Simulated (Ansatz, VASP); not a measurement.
AgBr2 in VASP and in Ansatz

Contents of INCAR:

```
  ALGO = Normal
  EDIFF = 1E-6
  ENCUT = 520
  GGA = PE
  ISIF = 2
  ISMEAR = 0
  LASPH = True
  LCHARG = False
  LREAL = False
  LWAVE = False
  NBANDS = 20
  NELM = 60
  PREC = Accurate
  SIGMA = 0.1
```

The input KPOINTS:

```
k-points
0
Gamma
  4 4 4
```

POSCAR

```
AgBr2
1.0
    4.4352094300      0.0000000000      0.0000000000
    0.0000000000      4.4352094300      0.0000000000
    0.0000000000      0.0000000000      6.2723333200
Ag Br
1 2
Direct
    0.0000000000      0.0000000000      0.0000000000
    0.5000000000      0.0000000000      0.2500000000
    0.0000000000      0.5000000000      0.7500000000
```

Input for Ansatz:

```yaml
crystal:
  lattice:
    - [4.43520943, 0.0, 0.0]
    - [0.0, 4.43520943, 0.0]
    - [0.0, 0.0, 6.27233332]
  atoms:
    - { symbol: Ag, position: [0.0, 0.0, 0.0] }
    - { symbol: Br, position: [0.5, 0.0, 0.25] }
    - { symbol: Br, position: [0.0, 0.5, 0.75] }
basis:
  ecutwfc: 420
kpoints:
  mp_grid: { grid: [4, 4, 4] }
hamiltonian:
  xc: pbe
scf:
  occupations: { method: gaussian, width: 0.1 }
  lower_state_search: "off"
output:
  forces: true
  stress: true
  eigenvalues: true
```

Change from the starting cell: ordered vacancies on the cation sites of zinc blende (P-4m2, No. 115).

Alike in both runs: task single point; functional PBE; k mesh 4 × 4 × 4; occupations gaussian, width 0.1 eV; no spin polarisation.

```csv
,VASP,Ansatz
version,VASP 6.6.1,Ansatz 0.2.0
potentials or method,"VASP PAW PBE potentials, release 64 (Ag, Br), cutoff 520 eV","scalar-relativistic, plane waves, PAW"
valence electrons in the cell,25,33
```

|  | VASP | Ansatz | Ansatz less VASP |
| --- | --- | --- | --- |
| gap on the k mesh at the Fermi level (eV) | none | none | - |
| pressure (GPa) | -2.5 | -2.4 | +0.01 |
| traceless stress, the component that is largest in VASP (GPa) | 0.28 | 0.29 | +0.001 |
| rms of the force components (eV/Å) | 0.225 | 0.226 | +0.0008 |

Atom by atom the forces differ by 0.001 eV/Å (rms over components). A gap of «none» marks a metal or a gap that the smearing closes. VASP's potentials hold 25 valence electrons a cell and Ansatz's 33, so a difference there can come from the potentials and not from the codes.
